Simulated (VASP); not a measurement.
# CdSe (F-43m) in VASP: single point with PBE

Aim: the single point of CdSe with PBE.

Everything below comes from runs of VASP 6.6.1. Logs are shortened: lines on timing, memory, paths and dates and some standing lists are left out, and cuts for length are marked.

**1. The cell of the first run**

It takes space group F-43m (No. 216, cubic). The conventional cell has a = 6.141 Å, b = 6.141 Å, c = 6.141 Å, α = 90.00°, β = 90.00°, γ = 90.00°. Cd (site symmetry -43m) has 4 Se at 2.66 Å within 3.5 Å. Within 3.5 Å of Se (site symmetry -43m) lie 4 Cd at 2.66 Å.

**2. Single point, PBE**

INCAR reads:

```
SYSTEM = CdSe
ALGO     = Normal         ! electronic algorithm
EDIFF    = 1E-6           ! SCF threshold, eV
ENCUT    = 520            ! plane-wave cutoff, eV
GGA      = PE             ! functional
ISIF     = 2              ! what is computed and relaxed
ISMEAR   = 0              ! smearing method
LASPH    = .True.         ! aspherical terms in the spheres
LCHARG   = .True.         ! write CHGCAR
LELF     = .True.         ! ELF
LREAL    = .False.        ! projectors in reciprocal space
LVHAR    = .True.       
LWAVE    = .False.        ! write WAVECAR
NBANDS   = 16             ! bands
NELM     = 60             ! most SCF steps
PREC     = Accurate       ! precision mode
SIGMA    = 0.05           ! smearing width, eV
```

KPOINTS reads:

```
k-points
0
Gamma
  12 12 12
  0 0 0
```

POSCAR reads:

```
CdSe
1.0
    0.0000000000      3.0702712000      3.0702712000
    3.0702712000      0.0000000000      3.0702712000
    3.0702712000      3.0702712000      0.0000000000
Cd Se
1 1
Direct
    0.0000000000      0.0000000000      0.0000000000
    0.2500000000      0.2500000000      0.2500000000
```

Potentials or basis: VASP PAW PBE potentials, release 64 (Cd, Se).

On the command line:

```console
cat potpaw_PBE.64/Cd/POTCAR potpaw_PBE.64/Se/POTCAR > POTCAR
mpirun -np 1 vasp_std > vasp.out
```

OUTCAR:

```text
SYSTEM = CdSe
   EDIFF = 1E-6
   ENCUT = 520
   GGA = PE
   ISIF = 2
   ISMEAR = 0
   LASPH = .True.
   LREAL = .False.
   NELM = 60
   PREC = Accurate

 ion  position               nearest neighbor table
   1  0.000  0.000  0.000-   2 2.66   2 2.66   2 2.66   2 2.66
   2  0.250  0.250  0.250-   1 2.66   1 2.66   1 2.66   1 2.66

  LATTYP: Found a face centered cubic cell.
 ALAT       =     6.1405424000

  Lattice vectors:

 A1 = (   0.0000000000,   3.0702712000,   3.0702712000)
 A2 = (   3.0702712000,   0.0000000000,   3.0702712000)
 A3 = (   3.0702712000,   3.0702712000,   0.0000000000)

Analysis of symmetry for initial positions (statically):
=====================================================================
 Subroutine PRICEL returns:
 Original cell was already a primitive cell.

 Routine SETGRP: Setting up the symmetry group for a
 face centered cubic supercell.

 Subroutine GETGRP returns: Found 24 space group operations
 (whereof 24 operations were pure point group operations)
 out of a pool of 48 trial point group operations.

The static configuration has the point symmetry T_d .

Analysis of symmetry for dynamics (positions and initial velocities):
=====================================================================
 Subroutine PRICEL returns:
 Original cell was already a primitive cell.

 Routine SETGRP: Setting up the symmetry group for a
 face centered cubic supercell.

 Subroutine GETGRP returns: Found 24 space group operations
 (whereof 24 operations were pure point group operations)
 out of a pool of 48 trial point group operations.

The dynamic configuration has the point symmetry T_d .

 Subroutine INISYM returns: Found 24 space group operations
 (whereof 24 operations are pure point group operations),
 and found     1 'primitive' translations

----------------------------------------------------------------------------------------

                                     Primitive cell

  volume of cell :      57.8842

  direct lattice vectors                    reciprocal lattice vectors
     0.000000000  3.070271200  3.070271200    -0.162852063  0.162852063  0.162852063
     3.070271200  0.000000000  3.070271200     0.162852063 -0.162852063  0.162852063
     3.070271200  3.070271200  0.000000000     0.162852063  0.162852063 -0.162852063

  length of vectors
     4.342019171  4.342019171  4.342019171     0.282068048  0.282068048  0.282068048

  position of ions in fractional coordinates (direct lattice)
     0.000000000  0.000000000  0.000000000
     0.250000000  0.250000000  0.250000000

  ion indices of the primitive-cell ions
   primitive index   ion index
                 1           1
                 2           2

----------------------------------------------------------------------------------------

 KPOINTS: k-points

Automatic generation of k-mesh.
 Grid dimensions read from file:
 generate k-points for:   12   12   12

 Generating k-lattice:

  Cartesian coordinates                     Fractional coordinates (reciprocal lattice)
    -0.013571005  0.013571005  0.013571005     0.083333333  0.000000000  0.000000000
     0.013571005 -0.013571005  0.013571005     0.000000000  0.083333333  0.000000000
     0.013571005  0.013571005 -0.013571005     0.000000000  0.000000000  0.083333333

  Length of vectors
     0.023505671  0.023505671  0.023505671

  Shift w.r.t. Gamma in fractional coordinates (k-lattice)
     0.000000000  0.000000000  0.000000000

 Subroutine IBZKPT returns following result:
 ===========================================

 Found     72 irreducible k-points:

 Following reciprocal coordinates:
            Coordinates               Weight
  0.000000  0.000000  0.000000      1.000000
  0.083333  0.000000  0.000000      8.000000
  0.166667  0.000000  0.000000      8.000000
  0.250000  0.000000  0.000000      8.000000
  0.333333  0.000000  0.000000      8.000000
  0.416667  0.000000  0.000000      8.000000
[... 16 lines left out ...]
  0.500000  0.166667  0.000000     24.000000
 -0.416667  0.166667  0.000000     24.000000
 [... further k-points ...]
   k-points           NKPTS =     72   k-points in BZ     NKDIM =     72   number of bands    NBANDS=     16
   number of dos      NEDOS =    301   number of ions     NIONS =      2
   total plane-waves  NPLWV =  32768
   dimension x,y,z NGX =    32 NGY =   32 NGZ =   32
   dimension x,y,z NGXF=    64 NGYF=   64 NGZF=   64
   ions per type =               1   1
   NGX,Y,Z   is equivalent  to a cutoff of  12.25, 12.25, 12.25 a.u.
   NGXF,Y,Z  is equivalent  to a cutoff of  24.50, 24.50, 24.50 a.u.
 SYSTEM =  CdSe
   PREC   = accura    normal or accurate (medium, high low for compatibility)
   ISTART =      0    job   : 0-new  1-cont  2-samecut
   ICHARG =      2    charge: 1-file 2-atom 10-const
   ISPIN  =      1    spin polarized calculation?
   LNONCOLLINEAR =      F non collinear calculations
   LSORBIT =      F    spin-orbit coupling
   LASPH  =      T    aspherical Exc in radial PAW
   ENCUT  =  520.0 eV  38.22 Ry    6.18 a.u.   8.07  8.07  8.07*2*pi/ulx,y,z
   NELM   =     60;   NELMIN=  2; NELMDL= -5     # of ELM steps
   EDIFF  = 0.1E-05   stopping-criterion for ELM
   LREAL  =      F    real-space projection
   EDIFFG = 0.1E-04   stopping-criterion for IOM
   NSW    =      0    number of steps for IOM
   IBRION =     -1    ionic relax: 0-MD 1-quasi-New 2-CG
   NFREE  =      0    steps in history (QN), initial steepest desc. (CG)
   ISIF   =      2    stress and relaxation
   ISYM   =      2    0-nonsym 1-usesym 2-fastsym
   POTIM  = 0.5000    time-step for ionic-motion
   TEBEG  =    0.0;   TEEND  =   0.0 temperature during run
   PSTRESS=    0.0 pullay stress
   NELECT =      18.0000    total number of electrons
   NUPDOWN=      -1.0000    fix difference up-down
   EMIN   =  10.00;   EMAX   =-10.00  energy-range for DOS
   EFERMI =   0.00;   METHOD = LEGACY
   ISMEAR =     0;   SIGMA  =   0.05  broadening in eV -4-tet -1-fermi 0-gaus
   EFERMI_NEDOS =   21; number of points for ismear=-14 and -15
   IALGO  =     38    algorithm
   IMIX   =      4    mixing-type and parameters
     AMIX     =   0.40;   BMIX     =  1.00
     AMIX_MAG =   1.60;   BMIX_MAG =  1.00
  volume/ion in A,a.u.               =      28.94       195.31
  Fermi-wavevector in a.u.,A,eV,Ry     =   1.109121  2.095935 16.737199  1.230149
  Thomas-Fermi vector in A             =   2.245657
   LORBIT       =      0    0 simple, 1 ext, 2 COOP (PROOUT), +10 PAW based schemes
   GGA     = PE    functional components
   LHFCALC =     F    Hartree Fock is set to
   AEXX    =    0.0000 exact exchange contribution
   IVDW    =     0    specifies the selected vdW correction
   LEPSILON=     F    determine dielectric tensor
   LRPA    =     F    only Hartree local field effects (RPA)
 non-spin polarized calculation
 Gauss-broadening in eV      SIGMA  =   0.05
  energy-cutoff  :      520.00
  volume of cell :       57.88
 maximum number of plane-waves:      1588
   NGX = 17   NGY = 17   NGZ = 17

 number of electron      18.0000008 magnetization

 Free energy of the ion-electron system (eV)
  ---------------------------------------------------
  ext. energy  EPLUGINS =         0.00000000
  ---------------------------------------------------
  free energy    TOTEN  =        -5.49121426 eV

  energy without entropy =       -5.49121426  energy(sigma->0) =       -5.49121426

 E-fermi :   0.9185     XC(G=0):  -8.7569

 val. band max:        0.7179455764   @ k =   0.0000   0.0000   0.0000
 cond. band min:       1.2678399713   @ k =   0.0000   0.0000   0.0000
 fundamental gap:      0.5498943950
 Fermi energy:         0.9184559862

 k-point     1 :       0.0000    0.0000    0.0000
  band No.  band energies     occupation
      1     -11.7194      2.00000
      2      -7.1232      2.00000
      3      -7.1232      2.00000
      4      -7.1232      2.00000
      5      -6.7787      2.00000
      6      -6.7787      2.00000
[... 8 lines left out ...]
     15      11.7530      0.00000
     16      11.7530      0.00000

 k-point     2 :       0.0833    0.0000    0.0000
  band No.  band energies     occupation
      1     -11.6965      2.00000
      2      -7.1159      2.00000
      3      -7.1159      2.00000
      4      -7.1030      2.00000
      5      -6.7792      2.00000
      6      -6.7792      2.00000
[... 8 lines left out ...]
     15      11.2810      0.00000
     16      11.2810      0.00000

 k-point     3 :       0.1667    0.0000    0.0000
  band No.  band energies     occupation
      1     -11.6336      2.00000
      2      -7.0966      2.00000
      3      -7.0966      2.00000
      4      -7.0384      2.00000
      5      -6.7794      2.00000
      6      -6.7794      2.00000
[... 8 lines left out ...]
     15      10.8123      0.00000
     16      11.1751      0.00000

 k-point     4 :       0.2500    0.0000    0.0000
  band No.  band energies     occupation
      1     -11.5469      2.00000
      2      -7.0727      2.00000
      3      -7.0727      2.00000
      4      -6.9216      2.00000
      5      -6.7766      2.00000
      6      -6.7766      2.00000
[... 8 lines left out ...]
     15      10.7638      0.00000
     16      10.8063      0.00000
[... 324 lines left out ...]
 k-point    22 :       0.4167    0.1667    0.0000
  band No.  band energies     occupation
      1     -11.3897      2.00000
      2      -7.0249      2.00000
      3      -7.0017      2.00000
      4      -6.8253      2.00000
      5      -6.7499      2.00000
      6      -6.6234      2.00000
[... 8 lines left out ...]
     15      12.3555      0.00000
     16      12.7288      0.00000

 k-point    23 :       0.5000    0.1667    0.0000
  band No.  band energies     occupation
      1     -11.3452      2.00000
      2      -7.0181      2.00000
      3      -6.9966      2.00000
      4      -6.7983      2.00000
      5      -6.7528      2.00000
      6      -6.4878      2.00000
[... 8 lines left out ...]
     15      12.4899      0.00000
     16      12.8715      0.00000

 k-point    24 :      -0.4167    0.1667    0.0000
  band No.  band energies     occupation
      1     -11.3395      2.00000
      2      -7.0161      2.00000
      3      -7.0014      2.00000
      4      -6.7815      2.00000
      5      -6.7640      2.00000
      6      -6.4611      2.00000
[... 8 lines left out ...]
     15      11.8232      0.00000
     16      12.3667      0.00000

 [... further k-points ...]
[... 5 lines left out ...]
  --------------------------------------------------------------------------------------
  -------------------------------------------------------------------------------------
  Total        0.5677770      0.5677770      0.5677770      0.0000000      0.0000000     -0.0000000
  in kB       15.7154994     15.7154994     15.7154994      0.0000000      0.0000000     -0.0000000
  external PRESSURE =      15.7154994 kB  Pullay stress =       0.0000000 kB

 VOLUME and BASIS-vectors are now :
 -----------------------------------------------------------------------------
  energy-cutoff  :      520.00
  volume of cell :       57.88
      direct lattice vectors                 reciprocal lattice vectors
     0.000000000  3.070271200  3.070271200    -0.162852063  0.162852063  0.162852063
     3.070271200  0.000000000  3.070271200     0.162852063 -0.162852063  0.162852063
     3.070271200  3.070271200  0.000000000     0.162852063  0.162852063 -0.162852063

 POSITION                                       TOTAL-FORCE (eV/Angst)
 -----------------------------------------------------------------------------------
      0.00000      0.00000      0.00000        -0.000000     -0.000000     -0.000000
      1.53514      1.53514      1.53514         0.000000      0.000000      0.000000
 -----------------------------------------------------------------------------------
    total drift:                               -0.000001     -0.000001     -0.000000

  FREE ENERGIE OF THE ION-ELECTRON SYSTEM (eV)
  ---------------------------------------------------
  free  energy   TOTEN  =        -5.4912142645 eV

  energy  without entropy=       -5.4912142645  energy(sigma->0) =       -5.49121426
```

It took 47 s on 1 thread of AMD EPYC 7R13 (Zen 3), shared host; peak memory 0.19 GiB.

What came out:

| Item | Value |
| --- | --- |
| Free energy | -5.4912 eV |
| Pressure | 1.6 GPa |
| Band gap on the k mesh | 0.55 eV, direct |

PBE gaps usually lie below the measured ones, often by a third to a half.
